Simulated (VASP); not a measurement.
A run of VASP 6.6.1:

The input INCAR:

```
SYSTEM = CdS
PREC = Accurate
ENCUT = 520
EDIFF = 1E-6
ISMEAR = 0
SIGMA = 0.01
LREAL = .False.
LASPH = .True.
NELM = 100
ALGO = Normal
ISIF = 2
LWAVE = .False.
LCHARG = .False.
GGA = PS
NBANDS = 26
```

KPOINTS

```
Automatic mesh
0
Gamma
  9 9 4
  0 0 0
```

File POSCAR:

```
CdS
1.0
    4.1370000000      0.0000000000      0.0000000000
   -2.0685000000      3.5827470955      0.0000000000
    0.0000000000      0.0000000000      6.7160000000
Cd S
2 2
Direct
    0.3333333333      0.6666666667     -0.0369094121
    0.6666666667      0.3333333333      0.4630905879
    0.3333333333      0.6666666667      0.4139094121
    0.6666666667      0.3333333333      0.9139094121
```

Potentials or basis: VASP PAW PBE potentials, release 64 (Cd, S).

The run is started by

```bash
$ cat potpaw_PBE.64/Cd/POTCAR potpaw_PBE.64/S/POTCAR > POTCAR
$ mpirun -np 1 vasp_std > vasp.out
```

Hardware: 1 thread of Intel(R) Xeon(R) Platinum 8375C CPU @ 2.90GHz (Ice Lake) (shared host).

Task: Estimate the wall time of this run.

Result: Wall time 86 s on 1 thread of Intel(R) Xeon(R) Platinum 8375C CPU @ 2.90GHz (Ice Lake) (shared host), peak memory 0.25 GiB. Counts: scf iterations 14, k points 36.
